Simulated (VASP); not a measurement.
# Ag (Fm-3m) in VASP: further runs

Ag is run at these levels: LDA, PBE+D3(BJ), revPBE; tasks: single point.

Program: VASP 6.6.1. These are calculated values, not measurements. Logs are shortened: lines on timing, memory, paths and dates and some standing lists are left out, and cuts for length are marked.

### 1 The cell of the first run

The structure is cubic, space group Fm-3m (No. 225). Conventional cell: a = 4.002 Å, b = 4.002 Å, c = 4.002 Å, α = 90.00°, β = 90.00°, γ = 90.00°. Ag (site symmetry m-3m) has 12 Ag at 2.83 Å within 3.7 Å.

### 2 Single point, LDA

INCAR

```
SYSTEM = Ag
  ALGO = Fast
  EDIFF = 1E-6
  ENCUT = 520
  GGA = CA
  ISIF = 2
  ISMEAR = -1
  LASPH = .True.
  LCHARG = .False.
  LREAL = .False.
  LWAVE = .False.
  NBANDS = 12
  NELM = 60
  PREC = Accurate
  SIGMA = 0.05
```

KPOINTS

```
k-points
0
Gamma
  11 11 11
  0 0 0
```

POSCAR

```
Ag
1.0
    0.0000000000      2.0010495236      2.0010495236
    2.0010495236      0.0000000000      2.0010495236
    2.0010495236      2.0010495236      0.0000000000
Ag
1
Direct
    0.0000000000      0.0000000000      0.0000000000
```

Potentials or basis: VASP PAW LDA potentials, release 64 (Ag).

Run with:

```console
$ cat potpaw_LDA.64/Ag/POTCAR > POTCAR
$ mpirun -np 1 vasp_std > vasp.out
```

OUTCAR:

```text
SYSTEM = Ag
   EDIFF = 1E-6
   ENCUT = 520
   GGA = CA
   ISIF = 2
   ISMEAR = -1
   LASPH = .True.
   LREAL = .False.
   NELM = 60
   PREC = Accurate

 ion  position               nearest neighbor table
   1  0.000  0.000  0.000-

  LATTYP: Found a face centered cubic cell.
 ALAT       =     4.0020990472

  Lattice vectors:

 A1 = (   0.0000000000,   2.0010495236,   2.0010495236)
 A2 = (   2.0010495236,   0.0000000000,   2.0010495236)
 A3 = (   2.0010495236,   2.0010495236,   0.0000000000)

Analysis of symmetry for initial positions (statically):
=====================================================================
 Subroutine PRICEL returns:
 Original cell was already a primitive cell.

 Routine SETGRP: Setting up the symmetry group for a
 face centered cubic supercell.

 Subroutine GETGRP returns: Found 48 space group operations
 (whereof 48 operations were pure point group operations)
 out of a pool of 48 trial point group operations.

The static configuration has the point symmetry O_h .

Analysis of symmetry for dynamics (positions and initial velocities):
=====================================================================
 Subroutine PRICEL returns:
 Original cell was already a primitive cell.

 Routine SETGRP: Setting up the symmetry group for a
 face centered cubic supercell.

 Subroutine GETGRP returns: Found 48 space group operations
 (whereof 48 operations were pure point group operations)
 out of a pool of 48 trial point group operations.

The dynamic configuration has the point symmetry O_h .

 Subroutine INISYM returns: Found 48 space group operations
 (whereof 48 operations are pure point group operations),
 and found     1 'primitive' translations

----------------------------------------------------------------------------------------

                                     Primitive cell

  volume of cell :      16.0252

  direct lattice vectors                    reciprocal lattice vectors
     0.000000000  2.001049524  2.001049524    -0.249868878  0.249868878  0.249868878
     2.001049524  0.000000000  2.001049524     0.249868878 -0.249868878  0.249868878
     2.001049524  2.001049524  0.000000000     0.249868878  0.249868878 -0.249868878

  length of vectors
     2.829911375  2.829911375  2.829911375     0.432785593  0.432785593  0.432785593

  position of ions in fractional coordinates (direct lattice)
     0.000000000  0.000000000  0.000000000

  ion indices of the primitive-cell ions
   primitive index   ion index
                 1           1

----------------------------------------------------------------------------------------

 KPOINTS: k-points

Automatic generation of k-mesh.
 Grid dimensions read from file:
 generate k-points for:   11   11   11

 Generating k-lattice:

  Cartesian coordinates                     Fractional coordinates (reciprocal lattice)
    -0.022715353  0.022715353  0.022715353     0.090909091  0.000000000  0.000000000
     0.022715353 -0.022715353  0.022715353     0.000000000  0.090909091  0.000000000
     0.022715353  0.022715353 -0.022715353     0.000000000  0.000000000  0.090909091

  Length of vectors
     0.039344145  0.039344145  0.039344145

  Shift w.r.t. Gamma in fractional coordinates (k-lattice)
     0.000000000  0.000000000  0.000000000

 Subroutine IBZKPT returns following result:
 ===========================================

 Found     56 irreducible k-points:

 Following reciprocal coordinates:
            Coordinates               Weight
  0.000000  0.000000  0.000000      1.000000
  0.090909  0.000000  0.000000      8.000000
  0.181818  0.000000  0.000000      8.000000
  0.272727  0.000000  0.000000      8.000000
  0.363636  0.000000  0.000000      8.000000
  0.454545  0.000000  0.000000      8.000000
[... 16 lines left out ...]
 -0.272727  0.181818  0.000000     24.000000
 -0.181818  0.181818  0.000000     12.000000
 [... further k-points ...]
   k-points           NKPTS =     56   k-points in BZ     NKDIM =     56   number of bands    NBANDS=     12
   number of dos      NEDOS =    301   number of ions     NIONS =      1
   total plane-waves  NPLWV =  13824
   dimension x,y,z NGX =    24 NGY =   24 NGZ =   24
   dimension x,y,z NGXF=    48 NGYF=   48 NGZF=   48
   ions per type =               1
   NGX,Y,Z   is equivalent  to a cutoff of  14.10, 14.10, 14.10 a.u.
   NGXF,Y,Z  is equivalent  to a cutoff of  28.20, 28.20, 28.20 a.u.
 SYSTEM =  Ag
   PREC   = accura    normal or accurate (medium, high low for compatibility)
   ISTART =      0    job   : 0-new  1-cont  2-samecut
   ICHARG =      2    charge: 1-file 2-atom 10-const
   ISPIN  =      1    spin polarized calculation?
   LNONCOLLINEAR =      F non collinear calculations
   LSORBIT =      F    spin-orbit coupling
   LASPH  =      T    aspherical Exc in radial PAW
   ENCUT  =  520.0 eV  38.22 Ry    6.18 a.u.   5.26  5.26  5.26*2*pi/ulx,y,z
   NELM   =     60;   NELMIN=  2; NELMDL= -5     # of ELM steps
   EDIFF  = 0.1E-05   stopping-criterion for ELM
   LREAL  =      F    real-space projection
   EDIFFG = 0.1E-04   stopping-criterion for IOM
   NSW    =      0    number of steps for IOM
   IBRION =     -1    ionic relax: 0-MD 1-quasi-New 2-CG
   NFREE  =      0    steps in history (QN), initial steepest desc. (CG)
   ISIF   =      2    stress and relaxation
   ISYM   =      2    0-nonsym 1-usesym 2-fastsym
   POTIM  = 0.5000    time-step for ionic-motion
   TEBEG  =    0.0;   TEEND  =   0.0 temperature during run
   PSTRESS=    0.0 pullay stress
   NELECT =      11.0000    total number of electrons
   NUPDOWN=      -1.0000    fix difference up-down
   EMIN   =  10.00;   EMAX   =-10.00  energy-range for DOS
   EFERMI =   0.00;   METHOD = LEGACY
   ISMEAR =    -1;   SIGMA  =   0.05  broadening in eV -4-tet -1-fermi 0-gaus
   EFERMI_NEDOS =   21; number of points for ismear=-14 and -15
   IALGO  =     68    algorithm
   IMIX   =      4    mixing-type and parameters
     AMIX     =   0.40;   BMIX     =  1.00
     AMIX_MAG =   1.60;   BMIX_MAG =  1.00
  volume/ion in A,a.u.               =      16.03       108.14
  Fermi-wavevector in a.u.,A,eV,Ry     =   1.444124  2.728999 28.374880  2.085495
  Thomas-Fermi vector in A             =   2.562455
   LORBIT       =      0    0 simple, 1 ext, 2 COOP (PROOUT), +10 PAW based schemes
   GGA     = CA    functional components
   LHFCALC =     F    Hartree Fock is set to
   AEXX    =    0.0000 exact exchange contribution
   IVDW    =     0    specifies the selected vdW correction
   LEPSILON=     F    determine dielectric tensor
   LRPA    =     F    only Hartree local field effects (RPA)
 non-spin polarized calculation
 RMM-DIIS sequential band-by-band and
  energy-cutoff  :      520.00
  volume of cell :       16.03
 maximum number of plane-waves:       444
 NGX is ok and might be reduce to    24
   NGX = 11   NGY = 11   NGZ = 11

 number of electron      11.0000002 magnetization

 Free energy of the ion-electron system (eV)
  ---------------------------------------------------
  ext. energy  EPLUGINS =         0.00000000
  ---------------------------------------------------
  free energy    TOTEN  =        -3.78813664 eV

  energy without entropy =       -3.78614330  energy(sigma->0) =       -3.78713997

 E-fermi :   9.2315     XC(G=0): -12.9530

 val. band max:        9.1606466943   @ k =  -0.4545   0.0909   0.0000
 cond. band min:       9.2958832797   @ k =   0.4545   0.3636   0.0000
 fundamental gap:      0.1352365855
 Fermi energy:         9.2314868242

 k-point     1 :       0.0000    0.0000    0.0000
  band No.  band energies     occupation
      1       0.7538      2.00000
      2       4.0338      2.00000
      3       4.0338      2.00000
      4       4.0338      2.00000
      5       5.2092      2.00000
      6       5.2092      2.00000
      7      25.1865      0.00000
      8      29.0621      0.00000
      9      29.0621      0.00000
     10      29.0621      0.00000
     11      34.2412      0.00000
     12      35.6581      0.00000

 k-point     2 :       0.0909    0.0000    0.0000
  band No.  band energies     occupation
      1       1.0225      2.00000
      2       3.9697      2.00000
      3       4.1101      2.00000
      4       4.1101      2.00000
      5       5.1810      2.00000
      6       5.1810      2.00000
      7      25.2370      0.00000
      8      27.2731      0.00000
      9      29.2222      0.00000
     10      29.2222      0.00000
     11      33.9038      0.00000
     12      35.1973      0.00000

 k-point     3 :       0.1818    0.0000    0.0000
  band No.  band energies     occupation
      1       1.7232      2.00000
      2       3.9166      2.00000
      3       4.2478      2.00000
      4       4.2478      2.00000
      5       5.1887      2.00000
      6       5.1887      2.00000
      7      23.2663      0.00000
      8      26.1616      0.00000
      9      29.5071      0.00000
     10      29.5071      0.00000
     11      32.5097      0.00000
     12      33.8779      0.00000

 k-point     4 :       0.2727    0.0000    0.0000
  band No.  band energies     occupation
      1       2.3077      2.00000
      2       4.2396      2.00000
      3       4.2396      2.00000
      4       4.4858      2.00000
      5       5.4255      2.00000
      6       5.4255      2.00000
      7      19.7477      0.00000
      8      25.7315      0.00000
      9      29.2633      0.00000
     10      29.2633      0.00000
     11      32.8017      0.00000
     12      32.8068      0.00000

 k-point     5 :       0.3636    0.0000    0.0000
  band No.  band energies     occupation
      1       2.3400      2.00000
      2       4.1163      2.00000
      3       4.1163      2.00000
      4       5.8017      2.00000
      5       5.8017      2.00000
      6       6.1148      2.00000
      7      16.2834      0.00000
      8      24.9929      0.00000
      9      28.2810      0.00000
     10      28.2810      0.00000
     11      32.6782      0.00000
     12      32.6782      0.00000
[... 228 lines left out ...]
      1       2.7462      2.00000
      2       3.6868      2.00000
      3       4.5102      2.00000
      4       4.7517      2.00000
      5       6.0678      2.00000
      6      10.6437      0.00000
      7      13.2307      0.00000
      8      22.0956      0.00000
      9      25.0418      0.00000
     10      25.8372      0.00000
     11      34.8172      0.00000
     12      34.8389      0.00000

 k-point    22 :      -0.3636    0.1818    0.0000
  band No.  band energies     occupation
      1       2.8653      2.00000
      2       3.7469      2.00000
      3       4.4943      2.00000
      4       4.7003      2.00000
      5       5.7185      2.00000
      6       9.5130      0.00715
      7      14.8397      0.00000
      8      21.4406      0.00000
      9      26.0030      0.00000
     10      26.5216      0.00000
     11      33.6107      0.00000
     12      34.5983      0.00000

 k-point    23 :      -0.2727    0.1818    0.0000
  band No.  band energies     occupation
      1       3.0538      2.00000
      2       3.8256      2.00000
      3       4.2681      2.00000
      4       4.5800      2.00000
      5       5.2186      2.00000
      6       7.7140      2.00000
      7      18.0969      0.00000
      8      21.3317      0.00000
      9      26.7667      0.00000
     10      28.6270      0.00000
     11      31.7041      0.00000
     12      34.5825      0.00000

 k-point    24 :      -0.1818    0.1818    0.0000
  band No.  band energies     occupation
      1       2.9202      2.00000
      2       3.5738      2.00000
      3       4.2583      2.00000
      4       4.7222      2.00000
      5       4.7623      2.00000
      6       6.4248      2.00000
      7      21.4097      0.00000
      8      21.9002      0.00000
      9      28.1036      0.00000
     10      29.8601      0.00000
     11      30.9360      0.00000
     12      34.6008      0.00000

 [... further k-points ...]

------------------------ aborting loop because EDIFF is reached ----------------------------------------

  FORCE on cell =-STRESS in cart. coord.  units (eV):
  Direction    XX          YY          ZZ          XY          YZ          ZX
  --------------------------------------------------------------------------------------
  -------------------------------------------------------------------------------------
  Total       -0.0331758     -0.0331758     -0.0331758     -0.0000000     -0.0000000     -0.0000000
  in kB       -3.3168739     -3.3168739     -3.3168739     -0.0000000     -0.0000000     -0.0000000
  external PRESSURE =      -3.3168739 kB  Pullay stress =       0.0000000 kB

 VOLUME and BASIS-vectors are now :
 -----------------------------------------------------------------------------
  energy-cutoff  :      520.00
  volume of cell :       16.03
      direct lattice vectors                 reciprocal lattice vectors
     0.000000000  2.001049524  2.001049524    -0.249868878  0.249868878  0.249868878
     2.001049524  0.000000000  2.001049524     0.249868878 -0.249868878  0.249868878
     2.001049524  2.001049524  0.000000000     0.249868878  0.249868878 -0.249868878

 POSITION                                       TOTAL-FORCE (eV/Angst)
 -----------------------------------------------------------------------------------
      0.00000      0.00000      0.00000         0.000000      0.000000      0.000000
 -----------------------------------------------------------------------------------
    total drift:                               -0.000000      0.000000     -0.000000

  FREE ENERGIE OF THE ION-ELECTRON SYSTEM (eV)
  ---------------------------------------------------
  free  energy   TOTEN  =        -3.7881366406 eV

  energy  without entropy=       -3.7861432950  energy(sigma->0) =       -3.78713997
```

Run time: 11 s. Hardware: 1 thread of AMD EPYC 7R13 (Zen 3), shared host; peak memory 0.1 GiB.

Results:

* Free energy: -3.7881 eV
* Pressure: -0.3 GPa

Levels at points of the mesh, in eV from the Fermi level:
```tsv
k point	band 3	band 4	band 5	band 6	band 7	band 8	band 9	band 10
(0.00, 0.00, 0.00)	-5.20	-5.20	-4.02	-4.02	15.96	19.83	19.83	19.83
```

### 3 Single point, PBE+D3(BJ)

INCAR

```
PREC = Accurate
ENCUT = 520
EDIFF = 1E-6
ISMEAR = -1
SIGMA = 0.05
LREAL = False
LASPH = True
NELM = 80
ALGO = Normal
ISIF = 2
LWAVE = False
LCHARG = False
GGA = PE
IVDW = 12
NBANDS = 12
```

KPOINTS

```
Automatic mesh
0
Gamma
  11 11 11
```

POSCAR is that of step 2.

Potentials or basis: VASP PAW PBE potentials, release 64 (Ag).

Run with:

```console
$ cat potpaw_PBE.64/Ag/POTCAR > POTCAR
$ mpirun -np 1 vasp_std > vasp.out
```

It took 9.6 s on 1 thread of AMD EPYC 7R13 (Zen 3), shared host; peak memory 0.12 GiB.

Results (log left out):

- Free energy: -3.2856 eV
- Pressure: 6.2 GPa
- Dispersion energy per atom: -0.628 eV

Levels at points of the mesh, in eV from the Fermi level:
```
           k point  band 2  band 3  band 4  band 5  band 6  band 7  band 8  band 9  band 10  band 11
(0.00, 0.00, 0.00)   -5.26   -5.26   -5.26   -4.11   -4.11   15.93   19.88   19.88    19.88    24.85
```

Caveat: pairwise dispersion overbinds metals, which lowers pressure and volume.

### 4 Single point, revPBE

INCAR

```
PREC = Accurate ; ENCUT = 520
EDIFF = 1E-7 ; ISMEAR = -1
SIGMA = 0.05 ; LREAL = F
LASPH = T ; NELM = 60
ALGO = Fast ; ISIF = 2
LWAVE = F ; LCHARG = F
GGA = RE ; NBANDS = 12
```

KPOINTS is that of step 3.

POSCAR is that of step 3.

Run with:

```console
$ cat potpaw_PBE.64/Ag/POTCAR > POTCAR
$ mpirun -np 1 vasp_std > vasp.out
```

It took 12 s on 1 thread of AMD EPYC 7R13 (Zen 3), shared host; peak memory 0.11 GiB.

Results (log left out):

* Free energy: -2.1973 eV
* Pressure: 16.0 GPa

Levels at points of the mesh, in eV from the Fermi level:
```
           k point  band 2  band 3  band 4  band 5  band 6  band 7  band 8  band 9  band 10  band 11
(0.00, 0.00, 0.00)   -5.29   -5.29   -5.29   -4.14   -4.14   15.91   19.89   19.89    19.89    24.81
```

Caveat: the PAW data sets were made with another functional, which shifts forces and pressure a little.

### 5 Overview

```csv
level,potentials or basis,gap on the mesh (eV),pressure (GPa)
LDA,"VASP PAW LDA potentials, release 64 (Ag)",none,-0.3
PBE+D3(BJ),"VASP PAW PBE potentials, release 64 (Ag)",none,6.2
revPBE,"VASP PAW PBE potentials, release 64 (Ag)",none,16.0
```

Alike in all rows: task single point; no spin polarisation; cell as given; k mesh 11 × 11 × 11; cutoff (eV) 520; smearing fermi-dirac 0.05 eV.

Caveats: pairwise dispersion overbinds metals, which lowers pressure and volume (some runs); the PAW data sets were made with another functional, which shifts forces and pressure a little (some runs).

Absolute energies hang on the potentials; compare differences alone.
